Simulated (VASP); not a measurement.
# PbSe (Fm-3m) in VASP: single point with PBE0

Aim: the single point of PbSe with PBE0.

Program: VASP 6.6.1. These are calculated values, not measurements. Logs are shortened: lines on timing, memory, paths and dates and some standing lists are left out, and cuts for length are marked.

## 1. The cell of the first run

Symmetry: Fm-3m, No. 225, cubic system. Conventional cell: a = 6.124 Å, b = 6.124 Å, c = 6.124 Å, α = 90.00°, β = 90.00°, γ = 90.00°. Pb (site symmetry m-3m) has 6 Se at 3.06 Å within 4.0 Å. Se (site symmetry m-3m) has 6 Pb at 3.06 Å within 4.0 Å.

## 2. Single point, PBE0

POSCAR reads:

```
PbSe
1.0
    0.0000000000      3.0621516472      3.0621516472
    3.0621516472      0.0000000000      3.0621516472
    3.0621516472      3.0621516472      0.0000000000
Pb Se
1 1
Direct
    0.5000000000      0.5000000000      0.5000000000
    0.0000000000      0.0000000000      0.0000000000
```

INCAR.step1 reads:

```
  ALGO = Normal
  EDIFF = 1E-5
  ENCUT = 520
  GGA = PE
  ISIF = 2
  ISMEAR = 0
  LASPH = T
  LREAL = F
  LWAVE = T
  NBANDS = 17
  NELM = 80
  PREC = Accurate
  SIGMA = 0.05
```

INCAR.step2 reads:

```
  AEXX = 0.25
  ALGO = Normal
  EDIFF = 1E-6
  ENCUT = 520
  GGA = PE
  ISIF = 2
  ISMEAR = 0
  ISTART = 1
  LASPH = T
  LCHARG = T
  LELF = T
  LHFCALC = T
  LREAL = F
  LVHAR = T
  LWAVE = F
  NBANDS = 17
  NELM = 80
  PREC = Accurate
  PRECFOCK = Normal
  SIGMA = 0.05
```

KPOINTS reads:

```
k-points
0
Gamma
  6 6 6
```

Potentials or basis: VASP PAW PBE potentials, release 64 (Pb_d, Se).

Command:

```bash
$ cat potpaw_PBE.64/Pb_d/POTCAR potpaw_PBE.64/Se/POTCAR > POTCAR
$ cp INCAR.step1 INCAR
$ mpirun -np 1 vasp_std > vasp.out
$ cp INCAR.step2 INCAR
$ mpirun -np 1 vasp_std > vasp.out
```

OUTCAR:

```text
AEXX = 0.25
   EDIFF = 1E-6
   ENCUT = 520
   GGA = PE
   ISIF = 2
   ISMEAR = 0
   ISTART = 1
   LASPH = T
   LHFCALC = T
   LREAL = F
   NELM = 80
   PREC = Accurate
   PRECFOCK = Normal

 ion  position               nearest neighbor table
   1  0.500  0.500  0.500-   2 3.06   2 3.06   2 3.06   2 3.06   2 3.06   2 3.06
   2  0.000  0.000  0.000-   1 3.06   1 3.06   1 3.06   1 3.06   1 3.06   1 3.06

  LATTYP: Found a face centered cubic cell.
 ALAT       =     6.1243032944

  Lattice vectors:

 A1 = (   0.0000000000,   3.0621516472,   3.0621516472)
 A2 = (   3.0621516472,   0.0000000000,   3.0621516472)
 A3 = (   3.0621516472,   3.0621516472,   0.0000000000)

Analysis of symmetry for initial positions (statically):
=====================================================================
 Subroutine PRICEL returns:
 Original cell was already a primitive cell.

 Routine SETGRP: Setting up the symmetry group for a
 face centered cubic supercell.

 Subroutine GETGRP returns: Found 48 space group operations
 (whereof 48 operations were pure point group operations)
 out of a pool of 48 trial point group operations.

The static configuration has the point symmetry O_h .

Analysis of symmetry for dynamics (positions and initial velocities):
=====================================================================
 Subroutine PRICEL returns:
 Original cell was already a primitive cell.

 Routine SETGRP: Setting up the symmetry group for a
 face centered cubic supercell.

 Subroutine GETGRP returns: Found 48 space group operations
 (whereof 48 operations were pure point group operations)
 out of a pool of 48 trial point group operations.

The dynamic configuration has the point symmetry O_h .

 Subroutine INISYM returns: Found 48 space group operations
 (whereof 48 operations are pure point group operations),
 and found     1 'primitive' translations

----------------------------------------------------------------------------------------

                                     Primitive cell

  volume of cell :      57.4262

  direct lattice vectors                    reciprocal lattice vectors
     0.000000000  3.062151647  3.062151647    -0.163283879  0.163283879  0.163283879
[... 80 lines left out ...]
   NSW    =      0    number of steps for IOM
   IBRION =     -1    ionic relax: 0-MD 1-quasi-New 2-CG
   NFREE  =      0    steps in history (QN), initial steepest desc. (CG)
   ISIF   =      2    stress and relaxation
   ISYM   =      3    0-nonsym 1-usesym 2-fastsym
   POTIM  = 0.5000    time-step for ionic-motion
   TEBEG  =    0.0;   TEEND  =   0.0 temperature during run
   PSTRESS=    0.0 pullay stress
   NELECT =      20.0000    total number of electrons
   NUPDOWN=      -1.0000    fix difference up-down
   EMIN   =  10.00;   EMAX   =-10.00  energy-range for DOS
   EFERMI =   0.00;   METHOD = LEGACY
   ISMEAR =     0;   SIGMA  =   0.05  broadening in eV -4-tet -1-fermi 0-gaus
   EFERMI_NEDOS =   21; number of points for ismear=-14 and -15
   IALGO  =     38    algorithm
   IMIX   =      1    mixing-type and parameters
     AMIX     =   0.40;   BMIX     =  1.00
     AMIX_MAG =   1.60;   BMIX_MAG =  1.00
  volume/ion in A,a.u.               =      28.71       193.77
  Fermi-wavevector in a.u.,A,eV,Ry     =   1.151812  2.176608 18.050442  1.326670
  Thomas-Fermi vector in A             =   2.288467
   LORBIT       =      0    0 simple, 1 ext, 2 COOP (PROOUT), +10 PAW based schemes
   GGA     = PE    functional components
   LHFCALC =     T    Hartree Fock is set to
   PRECFOCK=normal    Normal, Fast or Accurate (Low or Medium for compatibility)
   ENCUT4O =  -1.0   cutoff for four orbital integrals eV
   NKREDX  =     1    reduce k-point grid by
   NKREDY  =     1    reduce k-point grid by
   NKREDZ  =     1    reduce k-point grid by
   AEXX    =    0.2500 exact exchange contribution
   HFSCREEN=    0.0000 screening length (either q_TF or 0.3 A-1)
   HFSCREENC=   0.0000 screening length for correlation (either q_TF or 0.3 A-1)
   ENCUTFOCK=  -1.0 apply spherical cutoff to Coloumb kernel
   IVDW    =     0    specifies the selected vdW correction
   LEPSILON=     F    determine dielectric tensor
   LRPA    =     F    only Hartree local field effects (RPA)
 non-spin polarized calculation
 Gauss-broadening in eV      SIGMA  =   0.05
  energy-cutoff  :      520.00
  volume of cell :       57.43
 maximum number of plane-waves:      1572
  NGX = 28; NGY = 28; NGZ = 28

 number of electron      19.9999999 magnetization

 Free energy of the ion-electron system (eV)
  ---------------------------------------------------
  ext. energy  EPLUGINS =         0.00000000
  ---------------------------------------------------
  free energy    TOTEN  =       -10.73899975 eV

  energy without entropy =      -10.73899975  energy(sigma->0) =      -10.73899975

 E-fermi :   4.7583     XC(G=0):  -7.5370

 val. band max:        4.4777534186   @ k =   0.5000   0.0000   0.0000
 cond. band min:       5.7673428473   @ k =   0.5000   0.0000   0.0000
 fundamental gap:      1.2895894287
 Fermi energy:         4.7583280217

 k-point     1 :       0.0000    0.0000    0.0000
  band No.  band energies     occupation
      1     -14.2770      2.00000
      2     -14.2770      2.00000
      3     -14.2701      2.00000
      4     -14.2701      2.00000
      5     -14.2701      2.00000
      6     -10.6799      2.00000
[... 297 lines left out ...]
      4     -14.2425      2.00000
      5     -14.2262      2.00000
      6      -9.0609      2.00000
[... 9 lines left out ...]
     16      17.7793      0.00000
     17      18.8010      0.00000

------------------------ aborting loop because EDIFF is reached ----------------------------------------

  FORCE on cell =-STRESS in cart. coord.  units (eV):
  Direction    XX          YY          ZZ          XY          YZ          ZX
  --------------------------------------------------------------------------------------
  -------------------------------------------------------------------------------------
  Total        0.3971298      0.3971298      0.3971298      0.0000000      0.0000000     -0.0000000
  in kB       11.0798279     11.0798279     11.0798279      0.0000000      0.0000000     -0.0000000
  external PRESSURE =      11.0798279 kB  Pullay stress =       0.0000000 kB

 VOLUME and BASIS-vectors are now :
 -----------------------------------------------------------------------------
  energy-cutoff  :      520.00
  volume of cell :       57.43
      direct lattice vectors                 reciprocal lattice vectors
     0.000000000  3.062151647  3.062151647    -0.163283879  0.163283879  0.163283879
     3.062151647  0.000000000  3.062151647     0.163283879 -0.163283879  0.163283879
     3.062151647  3.062151647  0.000000000     0.163283879  0.163283879 -0.163283879

 POSITION                                       TOTAL-FORCE (eV/Angst)
 -----------------------------------------------------------------------------------
      3.06215      3.06215      3.06215        -0.000000      0.000000     -0.000000
      0.00000      0.00000      0.00000         0.000000     -0.000000      0.000000
 -----------------------------------------------------------------------------------
    total drift:                                0.000000     -0.000000      0.000000

  FREE ENERGIE OF THE ION-ELECTRON SYSTEM (eV)
  ---------------------------------------------------
  free  energy   TOTEN  =       -10.7389997521 eV

  energy  without entropy=      -10.7389997521  energy(sigma->0) =      -10.73899975
```

Wall time 2.4 h (1 thread of Oxide Virtual Turin-like, shared host); peak memory 0.19 GiB.

What came out:

```yaml
Free_energy: -10.7390 eV
Pressure: 1.1 GPa
Band_gap_on_the_k_mesh: 1.29 eV
```

Levels at points of the mesh, in eV from the valence-band top:
```
           k point  band 6  band 7  band 8  band 9  band 10  band 11  band 12  band 13  band 14  band 15
(0.00, 0.00, 0.00)  -15.16   -6.76   -2.27   -2.27    -2.27     6.15     6.15     6.15     7.81     7.81
(0.50, 0.00, 0.00)  -13.98   -9.74   -1.82   -1.82     0.00     1.29     2.77     2.77     9.97    11.71
(0.50, 0.50, 0.00)  -13.56   -8.03   -5.73   -3.77    -3.77     4.78     7.14     7.14     7.61    12.90
```

Caveat: the PAW data sets were made with another functional, which shifts forces and pressure a little; spin-orbit coupling is left out, which moves the levels of the heavy elements. A k mesh can miss the band edges.
